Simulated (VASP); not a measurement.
Wanted: the native input for a VASP 6.6.1 run.

| Item | Value |
| --- | --- |
| Task | relaxation of cell and atoms |
| Functional | PBE |
| Potentials or basis | VASP PAW PBE potentials, release 64 (As, F) |
| Cutoff | 600 eV |
| k mesh | 6 × 6 × 6 |
| Occupations | gaussian, width 0.1 eV |
| Spin | no spin polarisation |
| Dipole correction | no |
| Further INCAR settings | ALGO = Normal; EDIFF = 1e-06; IBRION = 2; EDIFFG = -0.04; NSW = 90; ISIF = 3 |

The structure of As3F lies in POSCAR:

```
As3F
1.0
   -2.0170025377      2.0170025377      4.5055121621
    2.0170025377     -2.0170025377      4.5055121621
    2.0170025377      2.0170025377     -4.5055121621
As F
3 1
Direct
    0.5000000000      0.5000000000      0.0000000000
    0.2500000000      0.7500000000      0.5000000000
    0.7500000000      0.2500000000      0.5000000000
    0.0000000000      0.0000000000      0.0000000000
```

These files were run (other wordings do the same):

INCAR

```
SYSTEM = As3F
PREC = Accurate
ENCUT = 600
EDIFF = 1E-6
ISMEAR = 0
SIGMA = 0.1
LREAL = .FALSE.
LASPH = .TRUE.
NELM = 100
ALGO = Normal
ISIF = 3
LWAVE = .FALSE.
LCHARG = .FALSE.
GGA = PE
IBRION = 2
NSW = 90
EDIFFG = -0.04
```

KPOINTS

```
regular mesh
0
G
  6 6 6
  0 0 0
```

Potentials or basis: VASP PAW PBE potentials, release 64 (As, F).

Run with:

```console
$ cat potpaw_PBE.64/As/POTCAR potpaw_PBE.64/F/POTCAR > POTCAR
$ mpirun -np 1 vasp_std > vasp.out
```

It gave:

```json
{
 "Relaxed volume": "16.46 Å³/atom",
 "Relaxed cell": "a = 4.587 Å, b = 4.587 Å, c = 4.587 Å, α = 122.15°, β = 122.15°, γ = 86.31°",
 "Space group after relaxing (to 0.1 Å)": "I4/mmm (No. 139)",
 "Energy gained by relaxing": "82.8 meV/atom",
 "Ionic steps": "24",
 "Pressure after relaxing": "0.4 GPa",
 "Band gap on the k mesh": "zero (bands 11 and 12 overlap by 3.84 eV)"
}
```

Wall time 28 min on 1 thread of Oxide Virtual Turin-like Processor, on a shared host, peak memory 0.33 GiB.
